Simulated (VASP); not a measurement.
# Mo (P6_3/mmc) in VASP: a series of runs

The runs below take Mo through single point, relaxation of cell and atoms, with RPBE.

Program: VASP 6.6.1. These are calculated values, not measurements. Logs are shortened: lines on timing, memory, paths and dates and some standing lists are left out, and cuts for length are marked.

### Step 1. The cell of the first run

The structure is hexagonal, space group P6_3/mmc (No. 194). Conventional cell: a = 2.807 Å, b = 2.807 Å, c = 4.983 Å, α = 90.00°, β = 90.00°, γ = 120.00°. Mo (site symmetry -6m2) has 12 Mo at 2.81 to 2.97 Å within 3.7 Å.

### Step 2. Single point, RPBE (volume scaled by 1.04)

File INCAR:

```
ALGO = Normal
EDIFF = 1E-6
ENCUT = 520
GGA = RP
ISIF = 2
ISMEAR = -1
LASPH = T
LCHARG = T
LELF = T
LREAL = F
LVHAR = T
LWAVE = F
NBANDS = 21
NELM = 100
PREC = Accurate
SIGMA = 0.1
```

File KPOINTS:

```
k-points
0
Gamma
  15 15 7
```

File POSCAR:

```
Mo
1.0
    2.8073019230      0.0000000000      0.0000000000
   -1.4036509615      2.4311947814      0.0000000000
    0.0000000000      0.0000000000      4.9826497180
Mo
2
Direct
    0.3333333333      0.6666666667      0.2500000000
    0.6666666667      0.3333333333      0.7500000000
```

Potentials or basis: VASP PAW PBE potentials, release 64 (Mo_sv).

The run is started by

```
$ cat potpaw_PBE.64/Mo_sv/POTCAR > POTCAR
$ mpirun -np 1 vasp_std > vasp.out
```

OUTCAR:

```text
EDIFF = 1E-6
   ENCUT = 520
   GGA = RP
   ISIF = 2
   ISMEAR = -1
   LASPH = T
   LREAL = F
   NELM = 100
   PREC = Accurate

 ion  position               nearest neighbor table
   1  0.333  0.667  0.250-   2 2.97   2 2.97   2 2.97   2 2.97   2 2.97   2 2.97
   2  0.667  0.333  0.750-   1 2.97   1 2.97   1 2.97   1 2.97   1 2.97   1 2.97

  LATTYP: Found a hexagonal cell.
 ALAT       =     2.8073019230
 C/A-ratio  =     1.7748891479

  Lattice vectors:

 A1 = (   2.8073019230,   0.0000000000,   0.0000000000)
 A2 = (  -1.4036509615,   2.4311947814,   0.0000000000)
 A3 = (   0.0000000000,   0.0000000000,   4.9826497180)

Analysis of symmetry for initial positions (statically):
=====================================================================
 Subroutine PRICEL returns:
 Original cell was already a primitive cell.

 Routine SETGRP: Setting up the symmetry group for a
 hexagonal supercell.

 Subroutine GETGRP returns: Found 24 space group operations
 (whereof 12 operations were pure point group operations)
 out of a pool of 24 trial point group operations.

The static configuration has the point symmetry D_3d.
 The point group associated with its full space group is D_6h.

Analysis of symmetry for dynamics (positions and initial velocities):
=====================================================================
 Subroutine PRICEL returns:
 Original cell was already a primitive cell.

 Routine SETGRP: Setting up the symmetry group for a
 hexagonal supercell.

 Subroutine GETGRP returns: Found 24 space group operations
 (whereof 12 operations were pure point group operations)
 out of a pool of 24 trial point group operations.

The dynamic configuration has the point symmetry D_3d.
 The point group associated with its full space group is D_6h.

 Subroutine INISYM returns: Found 24 space group operations
 (whereof 12 operations are pure point group operations),
 and found     1 'primitive' translations

----------------------------------------------------------------------------------------

                                     Primitive cell

  volume of cell :      34.0071

  direct lattice vectors                    reciprocal lattice vectors
     2.807301923  0.000000000  0.000000000     0.356213912  0.205660198  0.000000000
    -1.403650961  2.431194781  0.000000000     0.000000000  0.411320396  0.000000000
     0.000000000  0.000000000  4.982649718     0.000000000  0.000000000  0.200696428

  length of vectors
     2.807301923  2.807301923  4.982649718     0.411320396  0.411320396  0.200696428

  position of ions in fractional coordinates (direct lattice)
     0.333333333  0.666666667  0.250000000
     0.666666667  0.333333333  0.750000000

  ion indices of the primitive-cell ions
   primitive index   ion index
                 1           1
                 2           2

----------------------------------------------------------------------------------------

 KPOINTS: k-points

Automatic generation of k-mesh.
 Grid dimensions read from file:
 generate k-points for:   15   15    7

 Generating k-lattice:

  Cartesian coordinates                     Fractional coordinates (reciprocal lattice)
     0.023747594  0.013710680  0.000000000     0.066666667  0.000000000  0.000000000
     0.000000000  0.027421360  0.000000000     0.000000000  0.066666667  0.000000000
     0.000000000  0.000000000  0.028670918     0.000000000  0.000000000  0.142857143

  Length of vectors
     0.027421360  0.027421360  0.028670918

  Shift w.r.t. Gamma in fractional coordinates (k-lattice)
     0.000000000  0.000000000  0.000000000

 Subroutine IBZKPT returns following result:
 ===========================================

 Found    108 irreducible k-points:

 Following reciprocal coordinates:
            Coordinates               Weight
  0.000000  0.000000  0.000000      1.000000
  0.066667 -0.000000  0.000000      6.000000
  0.133333 -0.000000  0.000000      6.000000
  0.200000 -0.000000  0.000000      6.000000
  0.266667 -0.000000  0.000000      6.000000
  0.333333 -0.000000  0.000000      6.000000
[... 16 lines left out ...]
  0.333333  0.200000  0.000000     12.000000
  0.400000  0.200000  0.000000      6.000000
 [... further k-points ...]
   k-points           NKPTS =    108   k-points in BZ     NKDIM =    108   number of bands    NBANDS=     21
   number of dos      NEDOS =    301   number of ions     NIONS =      2
   total plane-waves  NPLWV =  23040
   dimension x,y,z NGX =    24 NGY =   24 NGZ =   40
   dimension x,y,z NGXF=    48 NGYF=   48 NGZF=   80
   ions per type =               2
   NGX,Y,Z   is equivalent  to a cutoff of  14.21, 14.21, 13.35 a.u.
   NGXF,Y,Z  is equivalent  to a cutoff of  28.43, 28.43, 26.69 a.u.
 SYSTEM =  unknown system
   PREC   = accura    normal or accurate (medium, high low for compatibility)
   ISTART =      0    job   : 0-new  1-cont  2-samecut
   ICHARG =      2    charge: 1-file 2-atom 10-const
   ISPIN  =      1    spin polarized calculation?
   LNONCOLLINEAR =      F non collinear calculations
   LSORBIT =      F    spin-orbit coupling
   LASPH  =      T    aspherical Exc in radial PAW
   ENCUT  =  520.0 eV  38.22 Ry    6.18 a.u.   5.22  5.22  9.26*2*pi/ulx,y,z
   NELM   =    100;   NELMIN=  2; NELMDL= -5     # of ELM steps
   EDIFF  = 0.1E-05   stopping-criterion for ELM
   LREAL  =      F    real-space projection
   EDIFFG = 0.1E-04   stopping-criterion for IOM
   NSW    =      0    number of steps for IOM
   IBRION =     -1    ionic relax: 0-MD 1-quasi-New 2-CG
   NFREE  =      0    steps in history (QN), initial steepest desc. (CG)
   ISIF   =      2    stress and relaxation
   ISYM   =      2    0-nonsym 1-usesym 2-fastsym
   POTIM  = 0.5000    time-step for ionic-motion
   TEBEG  =    0.0;   TEEND  =   0.0 temperature during run
   PSTRESS=    0.0 pullay stress
   NELECT =      28.0000    total number of electrons
   NUPDOWN=      -1.0000    fix difference up-down
   EMIN   =  10.00;   EMAX   =-10.00  energy-range for DOS
   EFERMI =   0.00;   METHOD = LEGACY
   ISMEAR =    -1;   SIGMA  =   0.10  broadening in eV -4-tet -1-fermi 0-gaus
   EFERMI_NEDOS =   21; number of points for ismear=-14 and -15
   IALGO  =     38    algorithm
   IMIX   =      4    mixing-type and parameters
     AMIX     =   0.40;   BMIX     =  1.00
     AMIX_MAG =   1.60;   BMIX_MAG =  1.00
  volume/ion in A,a.u.               =      17.00       114.75
  Fermi-wavevector in a.u.,A,eV,Ry     =   1.534397  2.899590 32.033208  2.354374
  Thomas-Fermi vector in A             =   2.641331
   LORBIT       =      0    0 simple, 1 ext, 2 COOP (PROOUT), +10 PAW based schemes
   GGA     = RP    functional components
   LHFCALC =     F    Hartree Fock is set to
   AEXX    =    0.0000 exact exchange contribution
   IVDW    =     0    specifies the selected vdW correction
   LEPSILON=     F    determine dielectric tensor
   LRPA    =     F    only Hartree local field effects (RPA)
 non-spin polarized calculation
  energy-cutoff  :      520.00
  volume of cell :       34.01
 maximum number of plane-waves:       927
 NGX is ok and might be reduce to    24
   NGX = 11   NGY = 11   NGZ = 19

 number of electron      28.0000004 magnetization

 Free energy of the ion-electron system (eV)
  ---------------------------------------------------
  ext. energy  EPLUGINS =         0.00000000
  ---------------------------------------------------
  free energy    TOTEN  =       -19.87186112 eV

  energy without entropy =      -19.78153578  energy(sigma->0) =      -19.82669845

 E-fermi :  11.0853     XC(G=0): -12.8291

 val. band max:       11.0847859994   @ k =   0.1333  -0.0000   0.0000
 cond. band min:      11.0863111089   @ k =   0.2667   0.1333   0.0000
 fundamental gap:      0.0015251095
 Fermi energy:        11.0852825742

 k-point     1 :       0.0000    0.0000    0.0000
  band No.  band energies     occupation
      1     -49.8083      2.00000
      2     -49.6850      2.00000
      3     -24.2847      2.00000
      4     -23.4168      2.00000
      5     -23.2562      2.00000
      6     -23.2562      2.00000
[... 13 lines left out ...]
     20      14.1991      0.00000
     21      20.0333      0.00000

 k-point     2 :       0.0667   -0.0000    0.0000
  band No.  band energies     occupation
      1     -49.8003      2.00000
      2     -49.6793      2.00000
      3     -24.2697      2.00000
      4     -23.4186      2.00000
      5     -23.3035      2.00000
      6     -23.2692      2.00000
[... 13 lines left out ...]
     20      14.7729      0.00000
     21      20.0064      0.00000

 k-point     3 :       0.1333   -0.0000    0.0000
  band No.  band energies     occupation
      1     -49.7774      2.00000
      2     -49.6634      2.00000
      3     -24.2262      2.00000
      4     -23.4367      2.00000
      5     -23.4247      2.00000
      6     -23.3499      2.00000
[... 13 lines left out ...]
     20      15.9138      0.00000
     21      19.9168      0.00000

 k-point     4 :       0.2000   -0.0000    0.0000
  band No.  band energies     occupation
      1     -49.7430      2.00000
      2     -49.6402      2.00000
      3     -24.1587      2.00000
      4     -23.6313      2.00000
      5     -23.5417      2.00000
      6     -23.4368      2.00000
[... 13 lines left out ...]
     20      17.1956      0.00000
     21      19.7654      0.00000

 k-point     5 :       0.2667   -0.0000    0.0000
  band No.  band energies     occupation
      1     -49.7024      2.00000
      2     -49.6142      2.00000
      3     -24.0745      2.00000
      4     -23.8521      2.00000
      5     -23.7551      2.00000
      6     -23.4570      2.00000
[... 13 lines left out ...]
     20      18.4786      0.00000
     21      19.6013      0.00000
[... 382 lines left out ...]
     20      19.9976      0.00000
     21      20.4005      0.00000

 k-point    22 :       0.2667    0.2000    0.0000
  band No.  band energies     occupation
      1     -49.6196      2.00000
      2     -49.5701      2.00000
      3     -24.0932      2.00000
      4     -24.0332      2.00000
      5     -23.8772      2.00000
      6     -23.6491      2.00000
[... 13 lines left out ...]
     20      20.6725      0.00000
     21      21.6493      0.00000

 k-point    23 :       0.3333    0.2000    0.0000
  band No.  band energies     occupation
      1     -49.5952      2.00000
      2     -49.5621      2.00000
      3     -24.1711      2.00000
      4     -24.0710      2.00000
      5     -23.8042      2.00000
      6     -23.7287      2.00000
[... 13 lines left out ...]
     20      19.9022      0.00000
     21      21.4770      0.00000

 k-point    24 :       0.4000    0.2000    0.0000
  band No.  band energies     occupation
      1     -49.5854      2.00000
      2     -49.5605      2.00000
      3     -24.1982      2.00000
      4     -24.0818      2.00000
      5     -23.7696      2.00000
      6     -23.7598      2.00000
[... 13 lines left out ...]
     20      19.1651      0.00000
     21      21.0814      0.00000

 [... further k-points ...]
[... 5 lines left out ...]
  --------------------------------------------------------------------------------------
  -------------------------------------------------------------------------------------
  Total       -1.7747878     -1.7747878     -1.4675978      0.0000000     -0.0000000      0.0000000
  in kB      -83.6156897    -83.6156897    -69.1430304      0.0000000     -0.0000000      0.0000000
  external PRESSURE =     -78.7914699 kB  Pullay stress =       0.0000000 kB

 VOLUME and BASIS-vectors are now :
 -----------------------------------------------------------------------------
  energy-cutoff  :      520.00
  volume of cell :       34.01
      direct lattice vectors                 reciprocal lattice vectors
     2.807301923  0.000000000  0.000000000     0.356213912  0.205660198  0.000000000
    -1.403650961  2.431194781  0.000000000     0.000000000  0.411320396  0.000000000
     0.000000000  0.000000000  4.982649718     0.000000000  0.000000000  0.200696428

 POSITION                                       TOTAL-FORCE (eV/Angst)
 -----------------------------------------------------------------------------------
     -0.00000      1.62080      1.24566        -0.000000      0.000000      0.000000
      1.40365      0.81040      3.73699         0.000000     -0.000000      0.000000
 -----------------------------------------------------------------------------------
    total drift:                               -0.000000      0.000000     -0.000000

  FREE ENERGIE OF THE ION-ELECTRON SYSTEM (eV)
  ---------------------------------------------------
  free  energy   TOTEN  =       -19.8718611206 eV

  energy  without entropy=      -19.7815357842  energy(sigma->0) =      -19.82669845
```

It took 45 s on 1 thread of Intel Xeon 6975P-C, shared host; peak memory 0.2 GiB.

What came out:

* Free energy: -19.8719 eV
* Pressure: -7.9 GPa
* Band gap on the k mesh: zero (band 14 reaches 12.17 eV, above the bottom of band 15 at 10.61 eV)

Levels at points of the mesh, in eV from the Fermi level:
```
           k point  band 11  band 12  band 13  band 14  band 15  band 16  band 17  band 18
(0.00, 0.00, 0.00)    -1.57    -0.57    -0.57    -0.12    -0.12     0.48     1.35     1.35
```

Caveat: the PAW data sets were made with another functional, which shifts forces and pressure a little.

### Step 3. Single point, RPBE (volume scaled by 1.08)

File INCAR:

```
  PREC = Accurate
  ENCUT = 520
  EDIFF = 1E-6
  ISMEAR = -1
  SIGMA = 0.1
  LREAL = False
  LASPH = True
  NELM = 100
  ALGO = Normal
  ISIF = 2
  LWAVE = False
  LCHARG = True
  GGA = RP
  LELF = True
  LVHAR = True
  NBANDS = 21
```

File KPOINTS:

```
regular mesh
0
Gamma
  15 15 7
```

File POSCAR:

```
Mo
1.0
    2.8428411632      0.0000000000      0.0000000000
   -1.4214205816      2.4619726663      0.0000000000
    0.0000000000      0.0000000000      5.0457279297
Mo
2
Direct
    0.3333333333      0.6666666667      0.2500000000
    0.6666666667      0.3333333333      0.7500000000
```

Potentials or basis: VASP PAW PBE potentials, release 64 (Mo_sv).

The run is started by

```
$ cat potpaw_PBE.64/Mo_sv/POTCAR > POTCAR
$ mpirun -np 1 vasp_std > vasp.out
```

It took 43 s on 1 thread of Intel Xeon 6975P-C, shared host; peak memory 0.2 GiB.

It converged, with:

```
Free energy            : -19.7796 eV
Pressure               : -14.6 GPa
Band gap on the k mesh : zero (band 14 reaches 11.57 eV, above the bottom of band 15 at 10.10 eV)
```

Stress tensor (GPa, compression positive):
```
-15.49   0.00   0.00
  0.00 -15.49   0.00
  0.00   0.00 -12.88
```

Levels at points of the mesh, in eV from the Fermi level:
```csv
k point,band 11,band 12,band 13,band 14,band 15,band 16,band 17,band 18
"(0.00, 0.00, 0.00)",-1.48,-0.53,-0.53,-0.10,-0.10,0.41,1.29,1.29
```

Caveat: the PAW data sets were made with another functional, which shifts forces and pressure a little.

### Step 4. Single point, RPBE (volume scaled by 1.12)

File INCAR:

```
SYSTEM = Mo
  ALGO = Normal
  EDIFF = 1E-6
  ENCUT = 520
  GGA = RP
  ISIF = 2
  ISMEAR = -1
  LASPH = .TRUE.
  LCHARG = .TRUE.
  LELF = .TRUE.
  LREAL = .FALSE.
  LVHAR = .TRUE.
  LWAVE = .FALSE.
  NBANDS = 21
  NELM = 80
  PREC = Accurate
  SIGMA = 0.1
```

File KPOINTS:

```
k-points
0
G
  15 15 7
  0 0 0
```

File POSCAR:

```
Mo
1.0
    2.8775133750      0.0000000000      0.0000000000
   -1.4387566875      2.4919996825      0.0000000000
    0.0000000000      0.0000000000      5.1072672622
Mo
2
Direct
    0.3333333333      0.6666666667      0.2500000000
    0.6666666667      0.3333333333      0.7500000000
```

The run is started by

```
$ cat potpaw_PBE.64/Mo_sv/POTCAR > POTCAR
$ mpirun -np 1 vasp_std > vasp.out
```

Wall time 45 s (1 thread of Intel Xeon 6975P-C, shared host); peak memory 0.2 GiB.

The run converged. Its results:

```yaml
Free_energy: -19.6378 eV
Pressure: -20.1 GPa
Band_gap_on_the_k_mesh: zero (band 14 reaches 11.02 eV, above the bottom of band 15 at 9.62 eV)
```

Stress tensor (GPa, compression positive):
```
-21.24   0.00   0.00
  0.00 -21.24   0.00
  0.00   0.00 -17.71
```

Levels at points of the mesh, in eV from the Fermi level:
| k point | band 12 | band 13 | band 14 | band 15 | band 16 | band 17 |
| --- | --- | --- | --- | --- | --- | --- |
| (0.00, 0.00, 0.00) | -0.49 | -0.49 | -0.09 | -0.09 | 0.36 | 1.24 |

Caveat: the PAW data sets were made with another functional, which shifts forces and pressure a little.

[end of part 1 of 2]
